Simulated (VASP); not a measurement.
# WC (Qusongite) (P-6m2) in VASP: settings compared

WC (Qusongite) is run at these levels: LDA, PBE+D3(BJ), PBE; tasks: single point, relaxation of cell and atoms.

All numbers are computed with VASP 6.6.1; they aren't measurements. Logs are shortened: lines on timing, memory, paths and dates and some standing lists are left out, and cuts for length are marked.

**1. The cell of the first run**

It takes space group P-6m2 (No. 187, hexagonal). The conventional cell has a = 2.884 Å, b = 2.884 Å, c = 2.812 Å, α = 90.00°, β = 90.00°, γ = 120.00°. Within 2.9 Å of W (site symmetry -6m2) lie 6 C at 2.18 Å and 8 W at 2.81 to 2.88 Å. C (site symmetry -6m2) has 6 W at 2.18 Å and 8 C at 2.81 to 2.88 Å within 2.9 Å.

**2. Single point, LDA**

The input, INCAR:

```
PREC = Accurate ; ENCUT = 520
EDIFF = 1E-6 ; ISMEAR = 1
SIGMA = 0.1 ; LREAL = F
LASPH = T ; NELM = 100
ALGO = Normal ; ISIF = 2
LWAVE = F ; LCHARG = T
GGA = CA ; LELF = T
LVHAR = T ; NBANDS = 16
```

The input, KPOINTS:

```
Automatic mesh
0
Gamma
  11 11 10
```

The input, POSCAR:

```
WC
1.0
    2.8843566089      0.0000000000      0.0000000000
   -1.4421783044      2.4979260968      0.0000000000
    0.0000000000      0.0000000000      2.8119853172
W C
1 1
Direct
    0.0000000000      0.0000000000      0.0000000000
    0.6666666667      0.3333333333      0.5000000000
```

Potentials or basis: VASP PAW LDA potentials, release 64 (W_sv, C).

Started as:

```sh
cat potpaw_LDA.64/W_sv/POTCAR potpaw_LDA.64/C/POTCAR > POTCAR
mpirun -np 1 vasp_std > vasp.out
```

OUTCAR:

```text
PREC = Accurate
   ENCUT = 520
   EDIFF = 1E-6
   ISMEAR = 1
   LREAL = F
   LASPH = T
   NELM = 100
   ISIF = 2
   GGA = CA

 ion  position               nearest neighbor table
   1  0.000  0.000  0.000-   2 2.18   2 2.18   2 2.18   2 2.18   2 2.18   2 2.18
   2  0.667  0.333  0.500-   1 2.18   1 2.18   1 2.18   1 2.18   1 2.18   1 2.18

  LATTYP: Found a hexagonal cell.
 ALAT       =     2.8843566089
 C/A-ratio  =     0.9749090347

  Lattice vectors:

 A1 = (   2.8843566089,   0.0000000000,   0.0000000000)
 A2 = (  -1.4421783044,   2.4979260968,   0.0000000000)
 A3 = (   0.0000000000,   0.0000000000,   2.8119853172)

Analysis of symmetry for initial positions (statically):
=====================================================================
 Subroutine PRICEL returns:
 Original cell was already a primitive cell.

 Routine SETGRP: Setting up the symmetry group for a
 hexagonal supercell.

 Subroutine GETGRP returns: Found 12 space group operations
 (whereof 12 operations were pure point group operations)
 out of a pool of 24 trial point group operations.

The static configuration has the point symmetry D_3h.

Analysis of symmetry for dynamics (positions and initial velocities):
=====================================================================
 Subroutine PRICEL returns:
 Original cell was already a primitive cell.

 Routine SETGRP: Setting up the symmetry group for a
 hexagonal supercell.

 Subroutine GETGRP returns: Found 12 space group operations
 (whereof 12 operations were pure point group operations)
 out of a pool of 24 trial point group operations.

The dynamic configuration has the point symmetry D_3h.

 Subroutine INISYM returns: Found 12 space group operations
 (whereof 12 operations are pure point group operations),
 and found     1 'primitive' translations

----------------------------------------------------------------------------------------

                                     Primitive cell

  volume of cell :      20.2601

  direct lattice vectors                    reciprocal lattice vectors
     2.884356609  0.000000000  0.000000000     0.346697769  0.200166050  0.000000000
    -1.442178304  2.497926097  0.000000000     0.000000000  0.400332100  0.000000000
     0.000000000  0.000000000  2.811985317     0.000000000  0.000000000  0.355620634

  length of vectors
     2.884356609  2.884356609  2.811985317     0.400332100  0.400332100  0.355620634

  position of ions in fractional coordinates (direct lattice)
     0.000000000  0.000000000  0.000000000
     0.666666667  0.333333333  0.500000000

  ion indices of the primitive-cell ions
   primitive index   ion index
                 1           1
                 2           2

----------------------------------------------------------------------------------------

 KPOINTS: Automatic mesh

Automatic generation of k-mesh.
 Grid dimensions read from file:
 generate k-points for:   11   11   10

 Generating k-lattice:

  Cartesian coordinates                     Fractional coordinates (reciprocal lattice)
     0.031517979  0.018196914  0.000000000     0.090909091  0.000000000  0.000000000
     0.000000000  0.036393827  0.000000000     0.000000000  0.090909091  0.000000000
     0.000000000  0.000000000  0.035562063     0.000000000  0.000000000  0.100000000

  Length of vectors
     0.036393827  0.036393827  0.035562063

  Shift w.r.t. Gamma in fractional coordinates (k-lattice)
     0.000000000  0.000000000  0.000000000

 Subroutine IBZKPT returns following result:
 ===========================================

 Found     96 irreducible k-points:

 Following reciprocal coordinates:
            Coordinates               Weight
  0.000000  0.000000  0.000000      1.000000
  0.090909  0.000000  0.000000      6.000000
  0.181818 -0.000000  0.000000      6.000000
  0.272727  0.000000  0.000000      6.000000
  0.363636  0.000000  0.000000      6.000000
  0.454545  0.000000  0.000000      6.000000
[... 16 lines left out ...]
  0.090909  0.090909  0.100000     12.000000
  0.181818  0.090909  0.100000     24.000000
 [... further k-points ...]
   k-points           NKPTS =     96   k-points in BZ     NKDIM =     96   number of bands    NBANDS=     16
   number of dos      NEDOS =    301   number of ions     NIONS =      2
   total plane-waves  NPLWV =  13824
   dimension x,y,z NGX =    24 NGY =   24 NGZ =   24
   dimension x,y,z NGXF=    48 NGYF=   48 NGZF=   48
   ions per type =               1   1
   NGX,Y,Z   is equivalent  to a cutoff of  13.83, 13.83, 14.19 a.u.
   NGXF,Y,Z  is equivalent  to a cutoff of  27.67, 27.67, 28.38 a.u.
 SYSTEM =  unknown system
   PREC   = accura    normal or accurate (medium, high low for compatibility)
   ISTART =      0    job   : 0-new  1-cont  2-samecut
   ICHARG =      2    charge: 1-file 2-atom 10-const
   ISPIN  =      1    spin polarized calculation?
   LNONCOLLINEAR =      F non collinear calculations
   LSORBIT =      F    spin-orbit coupling
   LASPH  =      T    aspherical Exc in radial PAW
   ENCUT  =  520.0 eV  38.22 Ry    6.18 a.u.   5.36  5.36  5.23*2*pi/ulx,y,z
   NELM   =    100;   NELMIN=  2; NELMDL= -5     # of ELM steps
   EDIFF  = 0.1E-05   stopping-criterion for ELM
   LREAL  =      F    real-space projection
   EDIFFG = 0.1E-04   stopping-criterion for IOM
   NSW    =      0    number of steps for IOM
   IBRION =     -1    ionic relax: 0-MD 1-quasi-New 2-CG
   NFREE  =      0    steps in history (QN), initial steepest desc. (CG)
   ISIF   =      2    stress and relaxation
   ISYM   =      2    0-nonsym 1-usesym 2-fastsym
   POTIM  = 0.5000    time-step for ionic-motion
   TEBEG  =    0.0;   TEEND  =   0.0 temperature during run
   PSTRESS=    0.0 pullay stress
   NELECT =      18.0000    total number of electrons
   NUPDOWN=      -1.0000    fix difference up-down
   EMIN   =  10.00;   EMAX   =-10.00  energy-range for DOS
   EFERMI =   0.00;   METHOD = LEGACY
   ISMEAR =     1;   SIGMA  =   0.10  broadening in eV -4-tet -1-fermi 0-gaus
   EFERMI_NEDOS =   21; number of points for ismear=-14 and -15
   IALGO  =     38    algorithm
   IMIX   =      4    mixing-type and parameters
     AMIX     =   0.40;   BMIX     =  1.00
     AMIX_MAG =   1.60;   BMIX_MAG =  1.00
  volume/ion in A,a.u.               =      10.13        68.36
  Fermi-wavevector in a.u.,A,eV,Ry     =   1.573808  2.974066 33.699893  2.476872
  Thomas-Fermi vector in A             =   2.675037
   LORBIT       =      0    0 simple, 1 ext, 2 COOP (PROOUT), +10 PAW based schemes
   GGA     = CA    functional components
   LHFCALC =     F    Hartree Fock is set to
   AEXX    =    0.0000 exact exchange contribution
   IVDW    =     0    specifies the selected vdW correction
   LEPSILON=     F    determine dielectric tensor
   LRPA    =     F    only Hartree local field effects (RPA)
 non-spin polarized calculation
 Methfessel and Paxton  Order N= 1 SIGMA  =   0.10
  energy-cutoff  :      520.00
  volume of cell :       20.26
 maximum number of plane-waves:       569
 NGX is ok and might be reduce to    24
   NGX = 11   NGY = 11   NGZ = 11

 number of electron      18.0000000 magnetization

 Free energy of the ion-electron system (eV)
  ---------------------------------------------------
  ext. energy  EPLUGINS =         0.00000000
  ---------------------------------------------------
  free energy    TOTEN  =       -24.69900801 eV

  energy without entropy =      -24.69891013  energy(sigma->0) =      -24.69897538

 E-fermi :  11.4217     XC(G=0): -14.1105

 val. band max:       11.4142703559   @ k =   0.4545   0.0909   0.5000
 cond. band min:      11.4491103918   @ k =   0.0000   0.0000   0.3000
 fundamental gap:      0.0348400359
 Fermi energy:        11.4216837061

 k-point     1 :       0.0000    0.0000    0.0000
  band No.  band energies     occupation
      1     -62.1612      2.00000
      2     -26.4010      2.00000
      3     -26.2917      2.00000
      4     -26.2917      2.00000
      5      -3.1231      2.00000
      6       6.8741      2.00000
[... 8 lines left out ...]
     15      25.9875      0.00000
     16      28.3221      0.00000

 k-point     2 :       0.0909    0.0000    0.0000
  band No.  band energies     occupation
      1     -62.1560      2.00000
      2     -26.3913      2.00000
      3     -26.3674      2.00000
      4     -26.3087      2.00000
      5      -2.8982      2.00000
      6       6.9192      2.00000
[... 8 lines left out ...]
     15      25.5394      0.00000
     16      28.7841      0.00000

 k-point     3 :       0.1818   -0.0000    0.0000
  band No.  band energies     occupation
      1     -62.1417      2.00000
      2     -26.5665      2.00000
      3     -26.3650      2.00000
      4     -26.3542      2.00000
      5      -2.2721      2.00000
      6       6.3861      2.00000
[... 8 lines left out ...]
     15      25.2164      0.00000
     16      30.0340      0.00000

 k-point     4 :       0.2727    0.0000    0.0000
  band No.  band energies     occupation
      1     -62.1230      2.00000
      2     -26.8189      2.00000
      3     -26.4131      2.00000
      4     -26.3303      2.00000
      5      -1.3810      2.00000
      6       5.4934      2.00000
[... 8 lines left out ...]
     15      25.8253      0.00000
     16      29.6737      0.00000
[... 324 lines left out ...]
 k-point    22 :       0.4545    0.0000    0.1000
  band No.  band energies     occupation
      1     -62.0910      2.00000
      2     -27.1615      2.00000
      3     -26.4898      2.00000
      4     -26.3554      2.00000
      5       0.2960      2.00000
      6       4.2393      2.00000
[... 8 lines left out ...]
     15      24.6976      0.00000
     16      29.3046      0.00000

 k-point    23 :       0.0909    0.0909    0.1000
  band No.  band energies     occupation
      1     -62.1417      2.00000
      2     -26.4942      2.00000
      3     -26.4524      2.00000
      4     -26.3372      2.00000
      5      -2.2413      2.00000
      6       6.7374      2.00000
[... 8 lines left out ...]
     15      25.1096      0.00000
     16      29.1814      0.00000

 k-point    24 :       0.1818    0.0909    0.1000
  band No.  band energies     occupation
      1     -62.1252      2.00000
      2     -26.7050      2.00000
      3     -26.4222      2.00000
      4     -26.4005      2.00000
      5      -1.5106      2.00000
      6       5.9724      2.00000
[... 8 lines left out ...]
     15      25.0532      0.00000
     16      29.4569      0.00000

 [... further k-points ...]

------------------------ aborting loop because EDIFF is reached ----------------------------------------

  FORCE on cell =-STRESS in cart. coord.  units (eV):
  Direction    XX          YY          ZZ          XY          YZ          ZX
  --------------------------------------------------------------------------------------
  -------------------------------------------------------------------------------------
  Total        0.3235209      0.3235209      0.3811823      0.0000000      0.0000000     -0.0000000
  in kB       25.5841703     25.5841703     30.1440603      0.0000000      0.0000000     -0.0000000
  external PRESSURE =      27.1041336 kB  Pullay stress =       0.0000000 kB

 VOLUME and BASIS-vectors are now :
 -----------------------------------------------------------------------------
  energy-cutoff  :      520.00
  volume of cell :       20.26
      direct lattice vectors                 reciprocal lattice vectors
     2.884356609  0.000000000  0.000000000     0.346697769  0.200166050  0.000000000
    -1.442178304  2.497926097  0.000000000     0.000000000  0.400332100  0.000000000
     0.000000000  0.000000000  2.811985317     0.000000000  0.000000000  0.355620634

 POSITION                                       TOTAL-FORCE (eV/Angst)
 -----------------------------------------------------------------------------------
      0.00000      0.00000      0.00000         0.000000      0.000000      0.000000
      1.44218      0.83264      1.40599        -0.000000      0.000000      0.000000
 -----------------------------------------------------------------------------------
    total drift:                                0.000000     -0.000000      0.000000

  FREE ENERGIE OF THE ION-ELECTRON SYSTEM (eV)
  ---------------------------------------------------
  free  energy   TOTEN  =       -24.6990080092 eV

  energy  without entropy=      -24.6989101257  energy(sigma->0) =      -24.69897538
```

It took 38 s on 1 thread of Intel Xeon 6975P-C, shared host; peak memory 0.15 GiB.

What came out:

```
Free energy            : -24.6990 eV
Pressure               : 2.7 GPa
Band gap on the k mesh : zero (band 9 reaches 11.97 eV, above the bottom of band 10 at 10.69 eV)
```

Stress tensor (GPa, compression positive):
```
2.56 0.00 0.00
0.00 2.56 0.00
0.00 0.00 3.01
```

Levels at points of the mesh, in eV from the Fermi level:
```
           k point  band 5  band 6  band 7  band 8  band 9  band 10  band 11  band 12  band 13  band 14
(0.00, 0.00, 0.00)  -14.54   -4.55   -3.53   -3.53    0.05     3.21     3.21     5.66     5.66     6.58
(0.00, 0.00, 0.50)  -10.30   -8.84   -2.18   -2.18   -0.74    -0.74     3.68     4.47     4.47    10.05
```

Caveat: spin-orbit coupling is left out, which moves the levels of the heavy elements.

[end of part 1 of 2]
